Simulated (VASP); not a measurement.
# MnAs (rocksalt type) (Fm-3m) in VASP: a series of runs

The runs below take MnAs (rocksalt type) through single point, with PBE.

Everything below comes from runs of VASP 6.6.1. Logs are shortened: lines on timing, memory, paths and dates and some standing lists are left out, and cuts for length are marked.

**1. The cell of the first run**

The structure is cubic, space group Fm-3m (No. 225). Conventional cell: a = 5.078 Å, b = 5.078 Å, c = 5.078 Å, α = 90.00°, β = 90.00°, γ = 90.00°. Mn (site symmetry m-3m) has 6 As at 2.54 Å within 3.4 Å. As (site symmetry m-3m) has 6 Mn at 2.54 Å within 3.4 Å.

**2. Single point, PBE, collinear spin, ferromagnetic start (16.37 Å³/atom)**

INCAR

```
SYSTEM = MnAs
  ALGO = Normal
  EDIFF = 1E-6
  ENCUT = 520
  GGA = PE
  ISIF = 2
  ISMEAR = -1
  ISPIN = 2
  LASPH = .True.
  LCHARG = .False.
  LMAXMIX = 4
  LORBIT = 11
  LREAL = .False.
  LWAVE = .False.
  MAGMOM = 4 0
  NBANDS = 20
  NELM = 150
  PREC = Accurate
  SIGMA = 0.08
```

KPOINTS

```
k-points
0
Gamma
  12 12 12
  0 0 0
```

POSCAR

```
MnAs
1.0
    0.0000000000      2.5392034653      2.5392034653
    2.5392034653      0.0000000000      2.5392034653
    2.5392034653      2.5392034653      0.0000000000
Mn As
1 1
Direct
    0.0000000000      0.0000000000      0.0000000000
    0.5000000000      0.5000000000      0.5000000000
```

Potentials or basis: VASP PAW PBE potentials, release 64 (Mn_pv, As).

Command:

```sh
$ cat potpaw_PBE.64/Mn_pv/POTCAR potpaw_PBE.64/As/POTCAR > POTCAR
$ mpirun -np 1 vasp_std > vasp.out
```

OUTCAR:

```text
SYSTEM = MnAs
   EDIFF = 1E-6
   ENCUT = 520
   GGA = PE
   ISIF = 2
   ISMEAR = -1
   ISPIN = 2
   LASPH = .True.
   LORBIT = 11
   LREAL = .False.
   NELM = 150
   PREC = Accurate

 ion  position               nearest neighbor table
   1  0.000  0.000  0.000-   2 2.54   2 2.54   2 2.54   2 2.54   2 2.54   2 2.54
   2  0.500  0.500  0.500-   1 2.54   1 2.54   1 2.54   1 2.54   1 2.54   1 2.54

  LATTYP: Found a face centered cubic cell.
 ALAT       =     5.0784069306

  Lattice vectors:

 A1 = (   0.0000000000,   2.5392034653,   2.5392034653)
 A2 = (   2.5392034653,   0.0000000000,   2.5392034653)
 A3 = (   2.5392034653,   2.5392034653,   0.0000000000)

Analysis of symmetry for initial positions (statically):
=====================================================================
 Subroutine PRICEL returns:
 Original cell was already a primitive cell.

 Routine SETGRP: Setting up the symmetry group for a
 face centered cubic supercell.

 Subroutine GETGRP returns: Found 48 space group operations
 (whereof 48 operations were pure point group operations)
 out of a pool of 48 trial point group operations.

The static configuration has the point symmetry O_h .

Analysis of symmetry for dynamics (positions and initial velocities):
=====================================================================
 Subroutine PRICEL returns:
 Original cell was already a primitive cell.

 Routine SETGRP: Setting up the symmetry group for a
 face centered cubic supercell.

 Subroutine GETGRP returns: Found 48 space group operations
 (whereof 48 operations were pure point group operations)
 out of a pool of 48 trial point group operations.

The dynamic configuration has the point symmetry O_h .

Analysis of structural, dynamic, and magnetic symmetry:
=====================================================================
 Subroutine PRICEL returns:
 Original cell was already a primitive cell.

 Routine SETGRP: Setting up the symmetry group for a
 face centered cubic supercell.

 Subroutine GETGRP returns: Found 48 space group operations
 (whereof 48 operations were pure point group operations)
 out of a pool of 48 trial point group operations.

The overall configuration has the point symmetry O_h .

 Subroutine INISYM returns: Found 48 space group operations
 (whereof 48 operations are pure point group operations),
 and found     1 'primitive' translations

----------------------------------------------------------------------------------------

                                     Primitive cell

  volume of cell :      32.7433

  direct lattice vectors                    reciprocal lattice vectors
     0.000000000  2.539203465  2.539203465    -0.196912145  0.196912145  0.196912145
     2.539203465  0.000000000  2.539203465     0.196912145 -0.196912145  0.196912145
     2.539203465  2.539203465  0.000000000     0.196912145  0.196912145 -0.196912145

  length of vectors
     3.590975978  3.590975978  3.590975978     0.341061839  0.341061839  0.341061839

  position of ions in fractional coordinates (direct lattice)
     0.000000000  0.000000000  0.000000000
     0.500000000  0.500000000  0.500000000

  ion indices of the primitive-cell ions
   primitive index   ion index
                 1           1
                 2           2

----------------------------------------------------------------------------------------

 KPOINTS: k-points

Automatic generation of k-mesh.
 Grid dimensions read from file:
 generate k-points for:   12   12   12

 Generating k-lattice:

  Cartesian coordinates                     Fractional coordinates (reciprocal lattice)
    -0.016409345  0.016409345  0.016409345     0.083333333  0.000000000  0.000000000
     0.016409345 -0.016409345  0.016409345     0.000000000  0.083333333  0.000000000
     0.016409345  0.016409345 -0.016409345     0.000000000  0.000000000  0.083333333

  Length of vectors
     0.028421820  0.028421820  0.028421820

  Shift w.r.t. Gamma in fractional coordinates (k-lattice)
     0.000000000  0.000000000  0.000000000

 Subroutine IBZKPT returns following result:
 ===========================================

 Found     72 irreducible k-points:

 Following reciprocal coordinates:
            Coordinates               Weight
  0.000000  0.000000  0.000000      1.000000
  0.083333  0.000000  0.000000      8.000000
  0.166667  0.000000  0.000000      8.000000
  0.250000  0.000000  0.000000      8.000000
  0.333333  0.000000  0.000000      8.000000
  0.416667  0.000000  0.000000      8.000000
[... 16 lines left out ...]
  0.500000  0.166667  0.000000     24.000000
 -0.416667  0.166667  0.000000     24.000000
 [... further k-points ...]
   k-points           NKPTS =     72   k-points in BZ     NKDIM =     72   number of bands    NBANDS=     20
   number of dos      NEDOS =    301   number of ions     NIONS =      2
   total plane-waves  NPLWV =  21952
   dimension x,y,z NGX =    28 NGY =   28 NGZ =   28
   dimension x,y,z NGXF=    56 NGYF=   56 NGZF=   56
   ions per type =               1   1
   NGX,Y,Z   is equivalent  to a cutoff of  12.96, 12.96, 12.96 a.u.
   NGXF,Y,Z  is equivalent  to a cutoff of  25.93, 25.93, 25.93 a.u.
 SYSTEM =  MnAs
   PREC   = accura    normal or accurate (medium, high low for compatibility)
   ISTART =      0    job   : 0-new  1-cont  2-samecut
   ICHARG =      2    charge: 1-file 2-atom 10-const
   ISPIN  =      2    spin polarized calculation?
   LNONCOLLINEAR =      F non collinear calculations
   LSORBIT =      F    spin-orbit coupling
   LASPH  =      T    aspherical Exc in radial PAW
   ENCUT  =  520.0 eV  38.22 Ry    6.18 a.u.   6.68  6.68  6.68*2*pi/ulx,y,z
   NELM   =    150;   NELMIN=  2; NELMDL= -5     # of ELM steps
   EDIFF  = 0.1E-05   stopping-criterion for ELM
   LREAL  =      F    real-space projection
   EDIFFG = 0.1E-04   stopping-criterion for IOM
   NSW    =      0    number of steps for IOM
   IBRION =     -1    ionic relax: 0-MD 1-quasi-New 2-CG
   NFREE  =      0    steps in history (QN), initial steepest desc. (CG)
   ISIF   =      2    stress and relaxation
   ISYM   =      2    0-nonsym 1-usesym 2-fastsym
   POTIM  = 0.5000    time-step for ionic-motion
   TEBEG  =    0.0;   TEEND  =   0.0 temperature during run
   PSTRESS=    0.0 pullay stress
   NELECT =      18.0000    total number of electrons
   NUPDOWN=      -1.0000    fix difference up-down
   EMIN   =  10.00;   EMAX   =-10.00  energy-range for DOS
   EFERMI =   0.00;   METHOD = LEGACY
   ISMEAR =    -1;   SIGMA  =   0.08  broadening in eV -4-tet -1-fermi 0-gaus
   EFERMI_NEDOS =   21; number of points for ismear=-14 and -15
   IALGO  =     38    algorithm
   IMIX   =      4    mixing-type and parameters
     AMIX     =   0.40;   BMIX     =  1.00
     AMIX_MAG =   1.60;   BMIX_MAG =  1.00
  volume/ion in A,a.u.               =      16.37       110.48
  Fermi-wavevector in a.u.,A,eV,Ry     =   1.341091  2.534294 24.470410  1.798524
  Thomas-Fermi vector in A             =   2.469352
   LORBIT       =     11    0 simple, 1 ext, 2 COOP (PROOUT), +10 PAW based schemes
   GGA     = PE    functional components
   LHFCALC =     F    Hartree Fock is set to
   AEXX    =    0.0000 exact exchange contribution
   IVDW    =     0    specifies the selected vdW correction
   LEPSILON=     F    determine dielectric tensor
   LRPA    =     F    only Hartree local field effects (RPA)
 spin polarized calculation
  energy-cutoff  :      520.00
  volume of cell :       32.74
 maximum number of plane-waves:       903
   NGX = 13   NGY = 13   NGZ = 13

 number of electron      18.0000013 magnetization       3.5374529

 Free energy of the ion-electron system (eV)
  ---------------------------------------------------
  ext. energy  EPLUGINS =         0.00000000
  ---------------------------------------------------
  free energy    TOTEN  =       -13.82936680 eV

  energy without entropy =      -13.80263403  energy(sigma->0) =      -13.81600042

 E-fermi :   7.2894     XC(G=0): -11.3655

 val. band max:        7.2688866963   @ k =  -0.4167   0.4167   0.0833
 cond. band min:       7.2952414723   @ k =   0.4167   0.2500   0.0000
 fundamental gap:      0.0263547759
 Fermi energy:         7.2893755176

 spin component 1

 k-point     1 :       0.0000    0.0000    0.0000
  band No.  band energies     occupation
      1     -42.8554      1.00000
      2     -42.8554      1.00000
      3     -42.8554      1.00000
      4      -6.1759      1.00000
      5       4.1838      1.00000
      6       4.1838      1.00000
[... 12 lines left out ...]
     19      20.1835      0.00000
     20      20.1835      0.00000

 k-point     2 :       0.0833    0.0000    0.0000
  band No.  band energies     occupation
      1     -42.8562      1.00000
      2     -42.8555      1.00000
      3     -42.8555      1.00000
      4      -6.0713      1.00000
      5       4.0930      1.00000
      6       4.1811      1.00000
[... 12 lines left out ...]
     19      19.1710      0.00000
     20      20.3802      0.00000

 k-point     3 :       0.1667    0.0000    0.0000
  band No.  band energies     occupation
      1     -42.8586      1.00000
      2     -42.8557      1.00000
      3     -42.8557      1.00000
      4      -5.7638      1.00000
      5       3.7353      1.00000
      6       3.9858      1.00000
[... 12 lines left out ...]
     19      18.9769      0.00000
     20      21.7236      0.00000

 k-point     4 :       0.2500    0.0000    0.0000
  band No.  band energies     occupation
      1     -42.8618      1.00000
      2     -42.8560      1.00000
      3     -42.8560      1.00000
      4      -5.2758      1.00000
      5       2.9239      1.00000
      6       3.6514      1.00000
[... 429 lines left out ...]
 k-point    23 :       0.5000    0.1667    0.0000
  band No.  band energies     occupation
      1     -42.8669      1.00000
      2     -42.8585      1.00000
      3     -42.8575      1.00000
      4      -3.7679      1.00000
      5       0.9482      1.00000
      6       2.9328      1.00000
[... 12 lines left out ...]
     19      23.4301      0.00000
     20      25.3785      0.00000

 k-point    24 :      -0.4167    0.1667    0.0000
  band No.  band energies     occupation
      1     -42.8670      1.00000
      2     -42.8590      1.00000
      3     -42.8571      1.00000
      4      -3.6768      1.00000
      5       0.8149      1.00000
      6       2.9187      1.00000
[... 12 lines left out ...]
     19      22.5655      0.00000
     20      26.2961      0.00000

 [... further k-points ...]

 spin component 2

 k-point     1 :       0.0000    0.0000    0.0000
  band No.  band energies     occupation
      1     -39.1923      1.00000
      2     -39.1923      1.00000
      3     -39.1923      1.00000
      4      -6.0914      1.00000
      5       7.2004      0.75260
      6       7.2004      0.75258
[... 12 lines left out ...]
     19      21.3747      0.00000
     20      21.3747      0.00000

 k-point     2 :       0.0833    0.0000    0.0000
  band No.  band energies     occupation
      1     -39.1934      1.00000
      2     -39.1924      1.00000
      3     -39.1924      1.00000
      4      -5.9897      1.00000
      5       6.6842      0.99948
      6       6.7423      0.99893
[... 12 lines left out ...]
     19      20.1908      0.00000
     20      21.5244      0.00000

 k-point     3 :       0.1667    0.0000    0.0000
  band No.  band energies     occupation
      1     -39.1965      1.00000
      2     -39.1927      1.00000
      3     -39.1927      1.00000
      4      -5.6915      1.00000
      5       5.3450      1.00000
      6       6.0630      1.00000
[... 12 lines left out ...]
     19      19.6156      0.00000
     20      22.4176      0.00000

 k-point     4 :       0.2500    0.0000    0.0000
  band No.  band energies     occupation
      1     -39.2006      1.00000
      2     -39.1930      1.00000
      3     -39.1930      1.00000
      4      -5.2210      1.00000
      5       3.8150      1.00000
      6       5.4759      1.00000
[... 429 lines left out ...]
 k-point    23 :       0.5000    0.1667    0.0000
  band No.  band energies     occupation
      1     -39.2072      1.00000
      2     -39.1963      1.00000
      3     -39.1949      1.00000
      4      -3.7844      1.00000
      5       1.4598      1.00000
      6       4.1401      1.00000
[... 12 lines left out ...]
     19      23.8468      0.00000
     20      25.7828      0.00000

 k-point    24 :      -0.4167    0.1667    0.0000
  band No.  band energies     occupation
      1     -39.2073      1.00000
      2     -39.1969      1.00000
      3     -39.1944      1.00000
      4      -3.7037      1.00000
      5       1.3336      1.00000
      6       4.0758      1.00000
[... 12 lines left out ...]
     19      23.1494      0.00000
     20      26.6202      0.00000

 [... further k-points ...]

------------------------ aborting loop because EDIFF is reached ----------------------------------------

  FORCE on cell =-STRESS in cart. coord.  units (eV):
  Direction    XX          YY          ZZ          XY          YZ          ZX
  --------------------------------------------------------------------------------------
  -------------------------------------------------------------------------------------
  Total        0.8772481      0.8772481      0.8772481      0.0000000      0.0000000     -0.0000000
  in kB       42.9250217     42.9250217     42.9250217      0.0000000      0.0000000     -0.0000000
  external PRESSURE =      42.9250217 kB  Pullay stress =       0.0000000 kB

 VOLUME and BASIS-vectors are now :
 -----------------------------------------------------------------------------
  energy-cutoff  :      520.00
  volume of cell :       32.74
      direct lattice vectors                 reciprocal lattice vectors
     0.000000000  2.539203465  2.539203465    -0.196912145  0.196912145  0.196912145
     2.539203465  0.000000000  2.539203465     0.196912145 -0.196912145  0.196912145
     2.539203465  2.539203465  0.000000000     0.196912145  0.196912145 -0.196912145

 POSITION                                       TOTAL-FORCE (eV/Angst)
 -----------------------------------------------------------------------------------
      0.00000      0.00000      0.00000         0.000000     -0.000000      0.000000
      2.53920      2.53920      2.53920        -0.000000      0.000000     -0.000000
 -----------------------------------------------------------------------------------
    total drift:                               -0.000000      0.000000      0.000000

  FREE ENERGIE OF THE ION-ELECTRON SYSTEM (eV)
  ---------------------------------------------------
  free  energy   TOTEN  =       -13.8293667995 eV

  energy  without entropy=      -13.8026340330  energy(sigma->0) =      -13.81600042

 total charge

# of ion       s       p       d       tot
------------------------------------------
    1        0.294   6.229   5.046  11.569
    2        1.228   1.560   0.051   2.839
--------------------------------------------------
tot          1.522   7.789   5.096  14.408

 magnetization (x)

# of ion       s       p       d       tot
------------------------------------------
    1        0.070   0.033   3.387   3.490
    2        0.014  -0.112   0.014  -0.083
--------------------------------------------------
tot          0.085  -0.079   3.401   3.407
```

Wall time 3.1 min (1 thread of Intel Xeon 8259CL, shared host); peak memory 0.22 GiB.

What came out:

```yaml
Free_energy: -13.8294 eV
Pressure: 4.3 GPa
Net_moment: 3.54 μB per cell
Site_moments: Mn +3.49; As -0.08 μB
Valence_electrons_inside_the_program's_atomic_spheres: Mn 11.57; As 2.84
```

Caveat: the cell stands under pressure; a cell with one magnetic atom can't hold antiferromagnetic order, which such compounds often take.

**3. Single point, PBE, collinear spin, ferromagnetic start (16.80 Å³/atom)**

This run uses another cell than the first one, of 16.80 Å³/atom.

INCAR

```
PREC = Accurate ; ENCUT = 520
EDIFF = 1E-7 ; ISMEAR = -1
SIGMA = 0.08 ; LREAL = False
LASPH = True ; NELM = 150
ALGO = Normal ; ISIF = 2
LWAVE = False ; LCHARG = True
ISPIN = 2 ; MAGMOM = 4 0
LORBIT = 11 ; LMAXMIX = 4
GGA = PE ; LELF = True
LVHAR = True ; NBANDS = 20
```

KPOINTS

```
Automatic mesh
0
Gamma
  12 12 12
```

POSCAR

```
MnAs
1.0
    0.0000000000      2.5612846038      2.5612846038
    2.5612846038      0.0000000000      2.5612846038
    2.5612846038      2.5612846038      0.0000000000
Mn As
1 1
Direct
    0.0000000000      0.0000000000      0.0000000000
    0.5000000000      0.5000000000      0.5000000000
```

Potentials or basis: VASP PAW PBE potentials, release 64 (Mn_pv, As).

Command:

```sh
$ cat potpaw_PBE.64/Mn_pv/POTCAR potpaw_PBE.64/As/POTCAR > POTCAR
$ mpirun -np 1 vasp_std > vasp.out
```

Wall time 3.4 min (1 thread of Intel Xeon 8259CL, shared host); peak memory 0.23 GiB.

The run converged. Its results:

| Property | Result |
| --- | --- |
| Free energy | -13.8468 eV |
| Pressure | 2.1 GPa |
| Net moment | 3.62 μB per cell |
| Site moments | Mn +3.56; As -0.09 μB |
| Valence electrons inside the program's atomic spheres | Mn 11.53; As 2.82 |

Levels at points of the mesh, in eV from the Fermi level:
Spin up:
```tsv
k point	band 7	band 8	band 9	band 10	band 11	band 12	band 13	band 14	band 15	band 16
(0.00, 0.00, 0.00)	-3.11	-2.81	-2.81	0.96	0.96	0.96	5.23	9.71	9.71	9.71
(0.50, 0.00, 0.00)	-4.15	-2.49	-2.49	-1.98	3.05	3.05	4.16	6.08	6.08	10.99
(0.50, 0.50, 0.00)	-2.52	-2.35	-2.35	-1.82	-1.82	-1.32	1.87	5.97	14.58	14.78
```
Spin down:
| k point | band 3 | band 4 | band 5 | band 6 | band 7 | band 8 | band 9 | band 10 | band 11 | band 12 |
| --- | --- | --- | --- | --- | --- | --- | --- | --- | --- | --- |
| (0.00, 0.00, 0.00) | -46.45 | -13.20 | -0.03 | -0.03 | 0.04 | 0.04 | 0.04 | 0.93 | 0.93 | 0.93 |
| (0.50, 0.00, 0.00) | -46.45 | -11.02 | -6.25 | -2.52 | -2.52 | 1.01 | 1.01 | 1.38 | 4.38 | 4.56 |
| (0.50, 0.50, 0.00) | -46.46 | -10.75 | -5.19 | -1.71 | -1.71 | -1.19 | 0.40 | 1.33 | 1.33 | 1.45 |

Caveat: a cell with one magnetic atom can't hold antiferromagnetic order, which such compounds often take.

[end of part 1 of 2]
